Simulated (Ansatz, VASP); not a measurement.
**One calculation of BaTiO3, two programs**

The input INCAR:

```
  PREC = Accurate
  ENCUT = 520
  EDIFF = 1E-7
  ISMEAR = 0
  SIGMA = 0.05
  LREAL = False
  LASPH = True
  NELM = 80
  ALGO = Normal
  ISIF = 2
  LWAVE = False
  LCHARG = False
  GGA = PE
  NBANDS = 28
```

Contents of KPOINTS:

```
regular mesh
0
Gamma
  8 8 6
```

Contents of POSCAR:

```
BaTiO3
1.0
    4.1049142711      0.0000000000      0.0000000000
    0.0000000000      4.1049142711      0.0000000000
    0.0000000000      0.0000000000      4.1387801373
Ba Ti O
1 1 3
Direct
    0.0000000000      0.0000000000      0.9863187693
    0.5000000000      0.5000000000      0.4690806688
    0.5000000000      0.5000000000      0.0378497747
    0.5000000000      0.0000000000      0.5173753936
    0.0000000000      0.5000000000      0.5173753936
```

Input for Ansatz:

```yaml
crystal:
  lattice:
    - [4.1049142711, 0.0, 0.0]
    - [0.0, 4.1049142711, 0.0]
    - [0.0, 0.0, 4.1387801373]
  atoms:
    - { symbol: Ba, position: [0.0, 0.0, 0.9863187693] }
    - { symbol: Ti, position: [0.5, 0.5, 0.4690806688] }
    - { symbol: O, position: [0.5, 0.5, 0.0378497747] }
    - { symbol: O, position: [0.5, 0.0, 0.5173753936] }
    - { symbol: O, position: [0.0, 0.5, 0.5173753936] }
basis:
  ecutwfc: 420
kpoints:
  mp_grid: { grid: [8, 8, 6] }
hamiltonian:
  xc: pbe
scf:
  occupations: { method: gaussian, width: 0.05 }
output:
  forces: true
  stress: true
  eigenvalues: true
```

Change from the starting cell: strain +0.030 along x and y, -0.015 along z, atoms carried along.

Alike in both runs: task single point; functional PBE; k mesh 8 × 8 × 6; occupations gaussian, width 0.05 eV; no spin polarisation.

|  | VASP | Ansatz |
| --- | --- | --- |
| version | VASP 6.6.1 | Ansatz 0.2.0 |
| potentials or method | VASP PAW PBE potentials, release 64 (Ba_sv, Ti_sv, O), cutoff 520 eV | scalar-relativistic, plane waves, PAW |
| valence electrons in the cell | 40 | 40 |

|  | VASP | Ansatz | Ansatz less VASP |
| --- | --- | --- | --- |
| gap on the k mesh at the Fermi level (eV) | 1.72 | 1.77 | +0.058 |
| least direct gap on the mesh (eV) | 2.20 | 2.24 | +0.037 |
| pressure (GPa) | -4.6 | -5.9 | -1.35 |
| traceless stress, the component that is largest in VASP (GPa) | 4.73 | 4.53 | -0.198 |
| rms of the force components (eV/Å) | 0.135 | 0.093 | -0.0412 |

Atom by atom the forces differ by 0.043 eV/Å (rms over components). The functional is the same, so the differences come from potentials, cutoffs and numerics.

Neither program's run includes spin-orbit coupling.
